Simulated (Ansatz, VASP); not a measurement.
# H in VASP and in Ansatz

```
H
1.0
     5.45721    0.00000    0.00000
    -2.72861    4.72608    0.00000
     0.00000    0.00000    0.98307
H
2
Direct
  0.33333 0.66667 0.25000
  0.66667 0.33333 0.75000
```

Alike in both runs: functional PBEsol; k mesh 12 × 12 × 14; occupations gaussian, width 0.1 eV; no spin polarisation.

Ansatz relaxed the structure, and its values are those at the end. VASP's run is a single point on that final structure, the one shown.

|  | VASP | Ansatz |
| --- | --- | --- |
| version | VASP 6.6.1 | Ansatz 0.2.0 |
| potentials or method | VASP PAW PBE potentials, release 64 (H), cutoff 520 eV | scalar-relativistic, plane waves, PAW |
| valence electrons in the cell | 2 | 2 |

```tsv
	VASP	Ansatz	Ansatz less VASP
pressure (GPa)	-0.1	0.0	+0.13
```

VASP's potentials were made for PBE, not for PBEsol.

The k mesh is coarse, so the values compare programs but aren't converged.
